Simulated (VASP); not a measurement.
Write the native input for VASP 6.6.1 that does the following.

```yaml
Task: single point
Functional: PBE
Dispersion: D3(BJ)
Potentials_or_basis: VASP PAW PBE potentials, release 64 (Al)
Cutoff: 520 eV
k_mesh: 18 × 18 × 18
Occupations: gaussian, width 0.1 eV
Spin: no spin polarisation
Dipole_correction: no
Further_INCAR_settings: ALGO = Fast; EDIFF = 1e-06; NBANDS = 8
```

The structure of Al lies in POSCAR:

```
Al
1.0
    0.0000000000      1.9712501676      1.9712501676
    1.9712501676      0.0000000000      1.9712501676
    1.9712501676      1.9712501676      0.0000000000
Al
1
Direct
    0.0000000000      0.0000000000      0.0000000000
```

This cell differs from its parent crystal: volume scaled by 0.97.

These files were run (other wordings do the same):

INCAR

```
SYSTEM = Al
  ALGO = Fast
  EDIFF = 1E-6
  ENCUT = 520
  GGA = PE
  ISIF = 2
  ISMEAR = 0
  IVDW = 12
  LASPH = .TRUE.
  LCHARG = .FALSE.
  LREAL = .FALSE.
  LWAVE = .FALSE.
  NBANDS = 8
  NELM = 100
  PREC = Accurate
  SIGMA = 0.1
```

KPOINTS

```
k-points
0
G
  18 18 18
  0 0 0
```

Potentials or basis: VASP PAW PBE potentials, release 64 (Al).

Run with:

```bash
$ cat potpaw_PBE.64/Al/POTCAR > POTCAR
$ mpirun -np 1 vasp_std > vasp.out
```

It gave:

| Property | Result |
| --- | --- |
| Pressure | 2.7 GPa |
| Dispersion energy per atom | -0.363 eV |

Caveat: pairwise dispersion overbinds metals, which lowers pressure and volume.

It took 11 s on 1 thread of Intel(R) Xeon(R) Platinum 8488C (Sapphire Rapids) (shared host), peak memory 0.15 GiB.
